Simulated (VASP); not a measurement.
# CsH (I4/mmm) in VASP: further runs, part 2 of 2

VASP 6.6.1. Earlier steps stand in the parts before.

## 3. Single point, r2SCAN

This run uses another cell than the first one, of the same volume but with other edges.

Contents of POSCAR:

```
CsH
1.0
    0.0000000000      3.3654670080      2.8606469568
    3.3654670080      0.0000000000      2.8606469568
    3.3654670080      3.3654670080      0.0000000000
Cs H
1 1
Direct
    0.0000000000      0.0000000000      0.0000000000
    0.5000000000      0.5000000000      0.5000000000
```

Contents of INCAR.step1:

```
PREC     = Accurate       # precision mode
ENCUT    = 520            # plane-wave cutoff, eV
ISMEAR   = 0              # smearing method
SIGMA    = 0.05           # smearing width, eV
LREAL    = False          # projectors in reciprocal space
LASPH    = True           # aspherical terms in the spheres
NELM     = 60             # most SCF steps
NBANDS   = 12             # bands
GGA      = PE             # functional
ALGO     = Normal         # electronic algorithm
EDIFF    = 1E-4           # SCF threshold, eV
LWAVE    = True           # write WAVECAR
LCHARG   = False          # write CHGCAR
```

Contents of INCAR.step2:

```
PREC     = Accurate       # precision mode
ENCUT    = 520            # plane-wave cutoff, eV
EDIFF    = 1E-6           # SCF threshold, eV
ISMEAR   = 0              # smearing method
SIGMA    = 0.05           # smearing width, eV
LREAL    = False          # projectors in reciprocal space
LASPH    = True           # aspherical terms in the spheres
NELM     = 60             # most SCF steps
ALGO     = Normal         # electronic algorithm
ISIF     = 2              # what is computed and relaxed
LWAVE    = False          # write WAVECAR
LCHARG   = True           # write CHGCAR
METAGGA  = R2SCAN         # meta-GGA
LMIXTAU  = True         
LELF     = True           # ELF
LVHAR    = True         
NBANDS   = 12             # bands
ISTART   = 1
```

Contents of KPOINTS:

```
Automatic mesh
0
Gamma
  8 8 8
```

Potentials or basis: VASP PAW PBE potentials, release 64 (Cs_sv, H).

The run is started by

```sh
cat potpaw_PBE.64/Cs_sv/POTCAR potpaw_PBE.64/H/POTCAR > POTCAR
cp INCAR.step1 INCAR
mpirun -np 1 vasp_std > vasp.out
cp INCAR.step2 INCAR
mpirun -np 1 vasp_std > vasp.out
```

OUTCAR:

```text
PREC = Accurate
   ENCUT = 520
   EDIFF = 1E-6
   ISMEAR = 0
   LREAL = False
   LASPH = True
   NELM = 60
   ISIF = 2
   METAGGA = R2SCAN
   ISTART = 1

 ion  position               nearest neighbor table
   1  0.000  0.000  0.000-
   2  0.500  0.500  0.500-

  LATTYP: Found a body centered tetragonal cell.
 ALAT       =     4.7594890864
 C/A-ratio  =     1.2020815280

  Lattice vectors:

 A1 = (   0.0000000000,  -3.3654670080,  -2.8606469568)
 A2 = (   0.0000000000,   3.3654670080,  -2.8606469568)
 A3 = (   3.3654670080,   0.0000000000,   2.8606469568)

Analysis of symmetry for initial positions (statically):
=====================================================================
 Subroutine PRICEL returns:
 Original cell was already a primitive cell.

 Routine SETGRP: Setting up the symmetry group for a
 body centered tetragonal supercell.

 Subroutine GETGRP returns: Found 16 space group operations
 (whereof 16 operations were pure point group operations)
 out of a pool of 16 trial point group operations.

The static configuration has the point symmetry D_4h.

Analysis of symmetry for dynamics (positions and initial velocities):
=====================================================================
 Subroutine PRICEL returns:
 Original cell was already a primitive cell.

 Routine SETGRP: Setting up the symmetry group for a
 body centered tetragonal supercell.

 Subroutine GETGRP returns: Found 16 space group operations
 (whereof 16 operations were pure point group operations)
 out of a pool of 16 trial point group operations.

The dynamic configuration has the point symmetry D_4h.

 Subroutine INISYM returns: Found 16 space group operations
 (whereof 16 operations are pure point group operations),
 and found     1 'primitive' translations

----------------------------------------------------------------------------------------

[... 119 lines left out ...]
   AEXX    =    0.0000 exact exchange contribution
   IVDW    =     0    specifies the selected vdW correction
   LEPSILON=     F    determine dielectric tensor
   LRPA    =     F    only Hartree local field effects (RPA)
 non-spin polarized calculation
 Gauss-broadening in eV      SIGMA  =   0.05
  energy-cutoff  :      520.00
  volume of cell :       64.80
 maximum number of plane-waves:      1770
 NGX is ok and might be reduce to    36

 number of electron       9.9999999 magnetization

 Free energy of the ion-electron system (eV)
  ---------------------------------------------------
  ext. energy  EPLUGINS =         0.00000000
  ---------------------------------------------------
  free energy    TOTEN  =       -28.89010705 eV

  energy without entropy =      -28.89010705  energy(sigma->0) =      -28.89010705

 E-fermi :   0.3425     XC(G=0):  -7.5300

 val. band max:        0.0384350214   @ k =   0.5000   0.0000   0.0000
 cond. band min:       2.5407786327   @ k =   0.5000   0.0000   0.0000
 fundamental gap:      2.5023436112
 Fermi energy:         0.3425418135

 k-point     1 :       0.0000    0.0000    0.0000
  band No.  band energies     occupation
      1     -22.1377      2.00000
      2      -8.2787      2.00000
      3      -8.2787      2.00000
      4      -8.1253      2.00000
      5      -1.7448      2.00000
      6       5.3399      0.00000
      7       5.4850      0.00000
      8       5.4850      0.00000
      9       6.1709      0.00000
     10       6.5980      0.00000
     11       9.2953      0.00000
     12       9.6136      0.00000
[... 331 lines left out ...]
 k-point    24 :       0.3750    0.0000    0.1250
  band No.  band energies     occupation
      1     -22.0717      2.00000
      2      -8.8568      2.00000
      3      -8.4255      2.00000
      4      -8.2554      2.00000
      5      -0.6352      2.00000
      6       3.3571      0.00000
      7       4.7383      0.00000
      8       6.0364      0.00000
      9       7.2370      0.00000
     10       7.6139      0.00000
     11       8.6243      0.00000
     12      11.1202      0.00000

 [... further k-points ...]

------------------------ aborting loop because EDIFF is reached ----------------------------------------

  FORCE on cell =-STRESS in cart. coord.  units (eV):
  Direction    XX          YY          ZZ          XY          YZ          ZX
  --------------------------------------------------------------------------------------
  -------------------------------------------------------------------------------------
  Total       -0.3534927     -0.3534927      1.6484094      0.0000000     -0.0000000      0.0000000
  in kB       -8.7398937     -8.7398937     40.7559230      0.0000000     -0.0000000      0.0000000
  external PRESSURE =       7.7587119 kB  Pullay stress =       0.0000000 kB

 VOLUME and BASIS-vectors are now :
 -----------------------------------------------------------------------------
  energy-cutoff  :      520.00
  volume of cell :       64.80
      direct lattice vectors                 reciprocal lattice vectors
     0.000000000  3.365467008  2.860646957    -0.148567791  0.148567791  0.174785637
     3.365467008  0.000000000  2.860646957     0.148567791 -0.148567791  0.174785637
     3.365467008  3.365467008  0.000000000     0.148567791  0.148567791 -0.174785637

 POSITION                                       TOTAL-FORCE (eV/Angst)
 -----------------------------------------------------------------------------------
      0.00000      0.00000      0.00000         0.000000      0.000000      0.000000
      3.36547      3.36547      2.86065         0.000000      0.000000      0.000000
 -----------------------------------------------------------------------------------
    total drift:                               -0.000000      0.000000      0.000000

  FREE ENERGIE OF THE ION-ELECTRON SYSTEM (eV)
  ---------------------------------------------------
  free  energy   TOTEN  =       -28.8901070514 eV

  energy  without entropy=      -28.8901070514  energy(sigma->0) =      -28.89010705
```

Run time: 93 s. Hardware: 1 thread of Intel Xeon Platinum 8488C (Sapphire Rapids), shared host; peak memory 0.24 GiB.

What came out:

| Property | Result |
| --- | --- |
| Free energy | -28.8901 eV |
| Pressure | 0.8 GPa |
| Band gap on the k mesh | 2.50 eV, direct |

Stress tensor (GPa, compression positive):
```
-0.87  0.00  0.00
 0.00 -0.87  0.00
 0.00  0.00  4.08
```

Levels at points of the mesh, in eV from the valence-band top:
```csv
k point,band 1,band 2,band 3,band 4,band 5,band 6,band 7,band 8,band 9,band 10
"(0.00, 0.00, 0.00)",-22.18,-8.32,-8.32,-8.16,-1.78,5.30,5.45,5.45,6.13,6.56
"(0.50, 0.00, 0.00)",-22.09,-9.12,-8.49,-8.26,0.00,2.50,4.57,5.89,7.50,8.15
"(0.50, 0.50, 0.00)",-22.04,-8.83,-8.71,-8.71,-1.34,3.03,7.00,8.27,8.27,8.50
"(0.50, 0.00, 0.50)",-22.08,-9.05,-8.45,-8.44,-1.32,3.66,5.45,7.45,8.40,8.47
```

Caveat: the PAW data sets were made with another functional, which shifts forces and pressure a little; spin-orbit coupling is left out, which moves the levels of the heavy elements.
